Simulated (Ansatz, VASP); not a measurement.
**KI in VASP and in Ansatz**

The input INCAR:

```
SYSTEM = KI
PREC = Accurate ; ENCUT = 520
EDIFF = 1E-7 ; ISMEAR = 0
SIGMA = 0.01 ; LREAL = .False.
LASPH = .True. ; NELM = 100
ALGO = Normal ; ISIF = 2
LWAVE = .False. ; LCHARG = .False.
GGA = PE ; NBANDS = 24
```

File KPOINTS:

```
regular mesh
0
Gamma
  6 6 4
  0 0 0
```

The input POSCAR:

```
KI
1.0
    2.4498406849     -4.2428072294      0.0000000000
    2.4498406849      4.2428072294      0.0000000000
    0.0000000000      0.0000000000      8.5908174721
K I
2 2
Direct
    0.5000000000      0.5000000000      0.5000000000
    0.5000000000      0.5000000000      0.0000000000
    0.8333973680      0.1666026320      0.2500000000
    0.1666026320      0.8333973680      0.7500000000
```

Input for Ansatz:

```yaml
crystal:
  lattice:
    - [2.4498406849, -4.2428072294, 0.0]
    - [2.4498406849, 4.2428072294, 0.0]
    - [0.0, 0.0, 8.5908174721]
  atoms:
    - { symbol: K, position: [0.5, 0.5, 0.5] }
    - { symbol: K, position: [0.5, 0.5, 0.0] }
    - { symbol: I, position: [0.833397368, 0.166602632, 0.25] }
    - { symbol: I, position: [0.166602632, 0.833397368, 0.75] }
kpoints:
  mp_grid: { grid: [6, 6, 4] }
  band_path:
    path:
      - [0.0, 0.0, 0.0]
      - [2.60016e-05, 0.4999934994, 0.0]
      - [-0.3332943308, 0.6666406648, 0.0]
      - [0.0, 0.0, 0.5]
      - [2.60016e-05, 0.4999934994, 0.5]
      - [-0.3332943308, 0.6666406648, 0.5]
    npoints: 1
hamiltonian:
  xc: pbe
scf:
  occupations: { method: fixed }
  n_extra_bands: 5
output:
  forces: true
  stress: true
  eigenvalues: true
```

Alike in both runs: task single point; functional PBE; k mesh 6 × 6 × 4; no spin polarisation.

```csv
,VASP,Ansatz
version,VASP 6.6.1,Ansatz 0.2.0
potentials or method,"VASP PAW PBE potentials, release 64 (K_sv, I)","plane waves, PAW"
plane-wave cutoff (eV),520,420
occupations,"gaussian, width 0.01 eV",fixed
valence electrons in the cell,32,52
```

VASP gave:

- gap on the k mesh at the Fermi level (eV): 3.85
- pressure (GPa): 0.5

Estimate Ansatz's values.

gap on the k mesh at the Fermi level (eV): 3.86; pressure (GPa): 0.4.

VASP's potentials hold 32 valence electrons a cell and Ansatz's 52, so a difference there can come from the potentials and not from the codes.

Neither program's run includes spin-orbit coupling.
